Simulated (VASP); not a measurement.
# BN in VASP: further runs

BN is run at these levels: LDA, AM05; tasks: relaxation of the atoms, single point.

Program: VASP 6.6.1. These are calculated values, not measurements. Logs are shortened: lines on timing, memory, paths and dates and some standing lists are left out, and cuts for length are marked.

### Step 1. The cell of the first run

The cell holds a sheet with vacuum, 2 atoms: a = 2.502 Å, b = 4.334 Å, c = 16.002 Å, α = 90.00°, β = 90.00°, γ = 30.00°.

### Step 2. Relaxation of the atoms, LDA (atoms moved at random)

INCAR

```
GGA = CA ; LDIPOL = T
IDIPOL = 3 ; DIPOL = 0.5 0.5 0.497
ISMEAR = 0 ; SIGMA = 0.03
LWAVE = F ; LCHARG = F
ISIF = 0 ; NSW = 120
PREC = Accurate ; LASPH = T
LREAL = F ; ALGO = Normal
EDIFF = 1E-7 ; NELM = 120
GGA_COMPAT = F ; IBRION = 2
EDIFFG = -0.002 ; NELMIN = 4
ENCUT = 640 ; EFERMI = MIDGAP
NELMDL = -8 ; KPAR = 4
```

KPOINTS

```
Automatic mesh
0
Gamma
  17 10 1
  0 0 0
```

POSCAR

```
BN
1.0
    2.5022435663      0.0000000000      0.0000000000
    3.7533653496      2.1670064949      0.0000000000
    0.0000000000      0.0000000000     16.0024561708
B N
1 1
Direct
   -0.0047870000      0.0189560000      0.4956710000
    0.9569040000      0.6837090000      0.4990370000
```

Potentials or basis: VASP PAW LDA potentials, release 64 (B, N).

Started as:

```bash
$ cat potpaw_LDA.64/B/POTCAR potpaw_LDA.64/N/POTCAR > POTCAR
$ mpirun -np 4 vasp_std > vasp.out
```

OUTCAR:

```text
GGA = CA
   ISMEAR = 0
   ISIF = 0
   NSW = 120
   PREC = Accurate
   LASPH = T
   LREAL = F
   EDIFF = 1E-7
   NELM = 120
   IBRION = 2
   EDIFFG = -0.002
   NELMIN = 4
   ENCUT = 640
   EFERMI = MIDGAP
   NELMDL = -8

 ion  position               nearest neighbor table
   1  0.995  0.019  0.496-   2 1.36   2 1.45   2 1.54
   2  0.957  0.684  0.499-   1 1.36   1 1.45   1 1.54

  LATTYP: Found a hexagonal cell.
 ALAT       =     2.5022435662
 C/A-ratio  =     6.3952432076

  Lattice vectors:

 A1 = (  -1.2511217830,   2.1670064949,   0.0000000000)
 A2 = (  -1.2511217833,  -2.1670064949,   0.0000000000)
 A3 = (   0.0000000000,   0.0000000000,  16.0024561708)

Analysis of symmetry for initial positions (statically):
=====================================================================
 Subroutine PRICEL returns:
 Original cell was already a primitive cell.

 Routine SETGRP: Setting up the symmetry group for a
 hexagonal supercell.

 Subroutine GETGRP returns: Found  1 space group operations
 (whereof  1 operations were pure point group operations)
 out of a pool of 24 trial point group operations.

The static configuration has the point symmetry C_1 .

Analysis of symmetry for dynamics (positions and initial velocities):
=====================================================================
 Subroutine PRICEL returns:
 Original cell was already a primitive cell.

 Routine SETGRP: Setting up the symmetry group for a
 hexagonal supercell.

 Subroutine GETGRP returns: Found  1 space group operations
 (whereof  1 operations were pure point group operations)
 out of a pool of 24 trial point group operations.

The dynamic configuration has the point symmetry C_1 .

 Subroutine INISYM returns: Found  1 space group operations
 (whereof  1 operations are pure point group operations),
 and found     1 'primitive' translations

----------------------------------------------------------------------------------------

                                     Primitive cell

  volume of cell :      86.7714

  direct lattice vectors                    reciprocal lattice vectors
     2.502243566  0.000000000  0.000000000     0.399641351 -0.692199125  0.000000000
     3.753365350  2.167006495  0.000000000     0.000000000  0.461466083  0.000000000
     0.000000000  0.000000000 16.002456171     0.000000000  0.000000000  0.062490407

  length of vectors
     2.502243566  4.334012990 16.002456171     0.799282703  0.461466083  0.062490407

  position of ions in fractional coordinates (direct lattice)
     0.995213000  0.018956000  0.495671000
     0.956904000  0.683709000  0.499037000

  ion indices of the primitive-cell ions
   primitive index   ion index
                 1           1
                 2           2

----------------------------------------------------------------------------------------

 KPOINTS: Automatic mesh

Automatic generation of k-mesh.
 Grid dimensions read from file:
 generate k-points for:   17   10    1

 Generating k-lattice:

  Cartesian coordinates                     Fractional coordinates (reciprocal lattice)
     0.023508315 -0.040717596  0.000000000     0.058823529  0.000000000  0.000000000
     0.000000000  0.046146608  0.000000000     0.000000000  0.100000000  0.000000000
     0.000000000  0.000000000  0.062490407     0.000000000  0.000000000  1.000000000

  Length of vectors
     0.047016630  0.046146608  0.062490407

  Shift w.r.t. Gamma in fractional coordinates (k-lattice)
     0.000000000  0.000000000  0.000000000

 -----------------------------------------------------------------------------
|                                                                             |
|           W    W    AA    RRRRR   N    N  II  N    N   GGGG   !!!           |
|           W    W   A  A   R    R  NN   N  II  NN   N  G    G  !!!           |
|           W    W  A    A  R    R  N N  N  II  N N  N  G       !!!           |
|           W WW W  AAAAAA  RRRRR   N  N N  II  N  N N  G  GGG   !            |
|           WW  WW  A    A  R   R   N   NN  II  N   NN  G    G                |
|           W    W  A    A  R    R  N    N  II  N    N   GGGG   !!!           |
|                                                                             |
|     Your reciprocal lattice and k-lattice belong to different lattice       |
|     classes:                                                                |
|                                                                             |
|        The reciprocal lattice is hexagonal,                                 |
|        whereas your k-lattice is simple monoclinic.                         |
|                                                                             |
|     Results are often still useful ...                                      |
|                                                                             |
 -----------------------------------------------------------------------------

 WARNING: IBZKPT: internal override: KBLOWUP is changed to .FALSE.
      ... skipping the blow-up phase ...

 Subroutine IBZKPT returns following result:
 ===========================================

 Found     86 irreducible k-points:

 Following reciprocal coordinates:
            Coordinates               Weight
  0.000000  0.000000  0.000000      1.000000
  0.058824  0.000000  0.000000      2.000000
  0.117647 -0.000000  0.000000      2.000000
  0.176471  0.000000  0.000000      2.000000
  0.235294 -0.000000  0.000000      2.000000
  0.294118  0.000000  0.000000      2.000000
[... 16 lines left out ...]
 -0.235294  0.100000  0.000000      2.000000
 -0.176471  0.100000  0.000000      2.000000
 [... further k-points ...]
   k-points           NKPTS =     86   k-points in BZ     NKDIM =     86   number of bands    NBANDS=      8
   number of dos      NEDOS =    301   number of ions     NIONS =      2
   total plane-waves  NPLWV = 120960
   dimension x,y,z NGX =    24 NGY =   36 NGZ =  140
   dimension x,y,z NGXF=    48 NGYF=   72 NGZF=  280
   ions per type =               1   1
   NGX,Y,Z   is equivalent  to a cutoff of  15.95, 13.81, 14.54 a.u.
   NGXF,Y,Z  is equivalent  to a cutoff of  31.89, 27.62, 29.09 a.u.
 SYSTEM =  unknown system
   PREC   = accura    normal or accurate (medium, high low for compatibility)
   ISTART =      0    job   : 0-new  1-cont  2-samecut
   ICHARG =      2    charge: 1-file 2-atom 10-const
   ISPIN  =      1    spin polarized calculation?
   LNONCOLLINEAR =      F non collinear calculations
   LSORBIT =      F    spin-orbit coupling
   LASPH  =      T    aspherical Exc in radial PAW
   ENCUT  =  640.0 eV  47.04 Ry    6.86 a.u.   5.16  8.94 33.01*2*pi/ulx,y,z
   NELM   =    120;   NELMIN=  4; NELMDL= -8     # of ELM steps
   EDIFF  = 0.1E-06   stopping-criterion for ELM
   LREAL  =      F    real-space projection
   EDIFFG = -.2E-02   stopping-criterion for IOM
   NSW    =    120    number of steps for IOM
   IBRION =      2    ionic relax: 0-MD 1-quasi-New 2-CG
   NFREE  =      1    steps in history (QN), initial steepest desc. (CG)
   ISIF   =      0    stress and relaxation
   ISYM   =      2    0-nonsym 1-usesym 2-fastsym
   POTIM  = 0.5000    time-step for ionic-motion
   TEBEG  =    0.0;   TEEND  =   0.0 temperature during run

   SCALEE = 1.0000    scale energy and forces
   PSTRESS=    0.0 pullay stress
   NELECT =       8.0000    total number of electrons
   NUPDOWN=      -1.0000    fix difference up-down
   EMIN   =  10.00;   EMAX   =-10.00  energy-range for DOS
   EFERMI =   0.00;   METHOD = MIDGAP
   ISMEAR =     0;   SIGMA  =   0.03  broadening in eV -4-tet -1-fermi 0-gaus
   EFERMI_NEDOS =   21; number of points for ismear=-14 and -15
   IALGO  =     38    algorithm
   IMIX   =      4    mixing-type and parameters
     AMIX     =   0.40;   BMIX     =  1.00
     AMIX_MAG =   1.60;   BMIX_MAG =  1.00
  volume/ion in A,a.u.               =      43.39       292.78
  Fermi-wavevector in a.u.,A,eV,Ry     =   0.739570  1.397585  7.441896  0.546964
  Thomas-Fermi vector in A             =   1.833765
   LORBIT       =      0    0 simple, 1 ext, 2 COOP (PROOUT), +10 PAW based schemes
   GGA     = CA    functional components
   LHFCALC =     F    Hartree Fock is set to
   AEXX    =    0.0000 exact exchange contribution
   IVDW    =     0    specifies the selected vdW correction
   LEPSILON=     F    determine dielectric tensor
   LRPA    =     F    only Hartree local field effects (RPA)

   CSHIFT  =0.1000    complex shift for real part using Kramers Kronig

   OMEGAMAX=  -1.0    maximum frequency
 conjugate gradient relaxation of ions
 non-spin polarized calculation
 Gauss-broadening in eV      SIGMA  =   0.03
  energy-cutoff  :      640.00
  volume of cell :       86.77
 maximum number of plane-waves:      3213
 NGX is ok and might be reduce to    24
   NGX = 11   NGY = 17   NGZ = 67

--------------------------------------- Ionic step        1  -------------------------------------------

 number of electron       8.0000000 magnetization

 Free energy of the ion-electron system (eV)
  ---------------------------------------------------
  ext. energy  EPLUGINS =         0.00000000
  ---------------------------------------------------
  free energy    TOTEN  =       -19.00001665 eV

  energy without entropy =      -19.00001665  energy(sigma->0) =      -19.00001665

------------------------ aborting loop because EDIFF is reached ----------------------------------------

 VOLUME and BASIS-vectors are now :
 -----------------------------------------------------------------------------
  energy-cutoff  :      640.00
  volume of cell :       86.77
      direct lattice vectors                 reciprocal lattice vectors
     2.502243566  0.000000000  0.000000000     0.399641351 -0.692199125  0.000000000
     3.753365350  2.167006495  0.000000000     0.000000000  0.461466083  0.000000000
     0.000000000  0.000000000 16.002456171     0.000000000  0.000000000  0.062490407
[... 64 lines left out ...]
  FREE ENERGIE OF THE ION-ELECTRON SYSTEM (eV)
  ---------------------------------------------------
  free  energy   TOTEN  =       -19.2222685570 eV

  energy  without entropy=      -19.2222685570  energy(sigma->0) =      -19.22226856

 vacuum level on the upper side and lower side of the slab       (xc-potential included)        -0.118         0.020

 added-field ion interaction          0.000005 eV  (added to PSCEN)

[... ionic steps 4 to 12 ...]

--------------------------------------- Ionic step       13  -------------------------------------------

 number of electron       8.0000000 magnetization

------------------------ aborting loop because EDIFF is reached ----------------------------------------
[... 51 lines left out ...]
--------------------------------------- Ionic step       15  -------------------------------------------

 number of electron       8.0000000 magnetization

 DIPCOR: dipole corrections for dipol
 direction  3 min pos   280,
 dipolmoment           0.000000      0.000000      0.000007 electrons x Angstroem
 Tr[quadrupol]        -8.652416

 energy correction for charged system         0.000000 eV

 dipol+quadrupol energy correction           -0.000000 eV

 added-field ion interaction         -0.000002 eV  (added to PSCEN)

 Free energy of the ion-electron system (eV)
  ---------------------------------------------------
  ext. energy  EPLUGINS =         0.00000000
  ---------------------------------------------------
  free energy    TOTEN  =       -19.23734302 eV

  energy without entropy =      -19.23734302  energy(sigma->0) =      -19.23734302

 E-fermi :  -2.1100     XC(G=0):  -2.6888

 val. band max:       -4.4324069611   @ k =   0.3529  -0.0000   0.0000
 cond. band min:       0.2123514604   @ k =   0.3529  -0.0000   0.0000
 fundamental gap:      4.6447584214
 Fermi energy:        -2.1100277503

 k-point     1 :       0.0000    0.0000    0.0000
  band No.  band energies     occupation
      1     -21.8522      2.00000
      2      -9.7065      2.00000
      3      -5.7374      2.00000
      4      -5.7366      2.00000
      5       0.4226      0.00000
      6       1.5651      0.00000
      7       2.0344      0.00000
      8       3.5496      0.00000
[... 243 lines left out ...]
 k-point    24 :      -0.1765    0.1000    0.0000
  band No.  band energies     occupation
      1     -19.2399      2.00000
      2     -11.7246      2.00000
      3      -9.5228      2.00000
      4      -6.0897      2.00000
      5       1.7673      0.00000
      6       5.2027      0.00000
      7       6.5520      0.00000
      8       6.9896      0.00000

 [... further k-points ...]

------------------------ aborting loop because EDIFF is reached ----------------------------------------

 vacuum level on the upper side and lower side of the slab       (xc-potential included)        -0.038        -0.042

 VOLUME and BASIS-vectors are now :
 -----------------------------------------------------------------------------
  energy-cutoff  :      640.00
  volume of cell :       86.77
      direct lattice vectors                 reciprocal lattice vectors
     2.502243566  0.000000000  0.000000000     0.399641351 -0.692199125  0.000000000
     3.753365350  2.167006495  0.000000000     0.000000000  0.461466083  0.000000000
     0.000000000  0.000000000 16.002456171     0.000000000  0.000000000  0.062490407
[... 8 lines left out ...]
  FREE ENERGIE OF THE ION-ELECTRON SYSTEM (eV)
  ---------------------------------------------------
  free  energy   TOTEN  =       -19.2373430165 eV

  energy  without entropy=      -19.2373430165  energy(sigma->0) =      -19.23734302

 reached required accuracy - stopping structural energy minimisation

 vacuum level on the upper side and lower side of the slab         1.689         1.687
```

Wall time 3.9 min (4 MPI ranks of Intel Xeon Platinum 8488C (Sapphire Rapids), shared host); peak memory 0.32 GiB.

What came out:

```
Free energy            : -19.2373 eV
Band gap on the k mesh : 4.64 eV
```

Final structure:
```yaml
crystal:
  lattice:
    - [2.50224, 0.00000, 0.00000]
    - [3.75337, 2.16701, 0.00000]
    - [0.00000, 0.00000, 16.00246]
  atoms:
    - { symbol: B, position: [0.97605, 0.01801, 0.49735] }
    - { symbol: N, position: [0.97607, 0.68466, 0.49735] }
```

Caveat: the cell differs from its parent crystal (atoms moved at random).

### Step 3. Single point, AM05

POSCAR

```
BN
1.0
    2.5022435663      0.0000000000      0.0000000000
    3.7533653496      2.1670064949      0.0000000000
    0.0000000000      0.0000000000     16.0024561708
B N
1 1
Direct
    0.0000000000      0.0000000000      0.5000767436
    1.0000000000      0.6666666667      0.4999232564
```

INCAR.step1

```
  LDIPOL = True
  IDIPOL = 3
  DIPOL = 0.5 0.5 0.500
  ISMEAR = 0
  SIGMA = 0.03
  LWAVE = True
  LCHARG = True
  ISIF = 0
  NELM = 100
  ALGO = Normal
  PREC = Accurate
  LASPH = True
  LREAL = False
  EDIFF = 1E-5
  GGA_COMPAT = False
  ENCUT = 520
  EFERMI = MIDGAP
  NELMDL = -8
  GGA = PE
```

INCAR.step2

```
  GGA = AM
  LDIPOL = True
  IDIPOL = 3
  DIPOL = 0.5 0.5 0.500
  ISMEAR = 0
  SIGMA = 0.03
  LWAVE = False
  LCHARG = False
  ISIF = 0
  NELM = 100
  ALGO = All
  PREC = Accurate
  LASPH = True
  LREAL = False
  EDIFF = 1E-6
  GGA_COMPAT = False
  ENCUT = 520
  EFERMI = MIDGAP
  NELMDL = -8
  ISTART = 1
  ISEARCH = 1
```

KPOINTS

```
k-points
0
Gamma
  13 13 1
```

Potentials or basis: VASP PAW PBE potentials, release 64 (B, N).

Started as:

```bash
$ cat potpaw_PBE.64/B/POTCAR potpaw_PBE.64/N/POTCAR > POTCAR
$ cp INCAR.step1 INCAR
$ mpirun -np 1 vasp_std > vasp.out
$ cp INCAR.step2 INCAR
$ mpirun -np 1 vasp_std > vasp.out
```

Run time: 3.9 min. Hardware: 1 thread of Intel Xeon Platinum 8488C (Sapphire Rapids), shared host; peak memory 0.25 GiB.

Results (log left out):

```yaml
Free_energy: -18.0745 eV
Largest_force: 1.033 eV/Å
```

Forces on the atoms (eV/Å):
```
B    0.000  0.000  1.033
N    0.000  0.000 -1.033
```

Levels at points of the mesh, in eV from the Fermi level:
| k point | band 4 | band 5 | band 6 | band 7 | band 8 |
| --- | --- | --- | --- | --- | --- |
| (0.00, 0.00, 0.00) | -1.37 | -11.36 | -19.67 | 0.45 | -2.43 |

Caveat: the bands computed are all filled at some k points, so no gap is given; the PAW data sets were made with another functional, which shifts forces and pressure a little.
